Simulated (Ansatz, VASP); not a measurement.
CuGe2F4: VASP beside Ansatz

```xyz
7
Lattice="3.7288 0.0000 0.0000 0.0000 3.7288 0.0000 0.0000 0.0000 6.8371" Properties=species:S:1:pos:R:3 pbc="T T T"
Cu    1.8644    1.8644    0.0000
Ge    1.8644    0.0000    4.8272
Ge    0.0000    1.8644    2.0099
F     1.8644    0.0000    1.1346
F     0.0000    1.8644    5.7025
F     1.8644    1.8644    3.4185
F     0.0000    0.0000    3.4185
```

Change from the starting cell: species swapped into the La2MnSb4 type (P-4m2, No. 115).

Alike in both runs: functional PBE; k mesh 6 × 6 × 2; occupations gaussian, width 0.1 eV; collinear spin.

Ansatz relaxed the structure, and its values are those at the end. VASP's run is a single point on that final structure, the one shown.

|  | VASP | Ansatz |
| --- | --- | --- |
| version | VASP 6.6.1 | Ansatz 0.2.0 |
| potentials or method | VASP PAW PBE potentials, release 64 (Cu, Ge_d, F), cutoff 520 eV | scalar-relativistic, plane waves, PAW |
| valence electrons in the cell | 67 | 75 |

VASP gave:

| Property | Result |
| --- | --- |
| gap on the k mesh at the Fermi level (eV) | none |
| pressure (GPa) | -0.1 |
| rms of the force components (eV/Å) | 0.007 |
| net moment per atom (μB) | 0.00 |

What did Ansatz give for the same quantities?

gap on the k mesh at the Fermi level (eV): none; pressure (GPa): 0.1; rms of the force components (eV/Å): 0.005; net moment per atom (μB): 0.00.

A gap of «none» marks a metal or a gap that the smearing closes. With one functional, cell and mesh, what is left measures potentials, basis and numerics. VASP's potentials hold 67 valence electrons a cell and Ansatz's 75, so a difference there can come from the potentials and not from the codes. Ansatz's warnings: seeded moment not kept.

The k mesh is coarse, so the values compare programs but aren't converged.
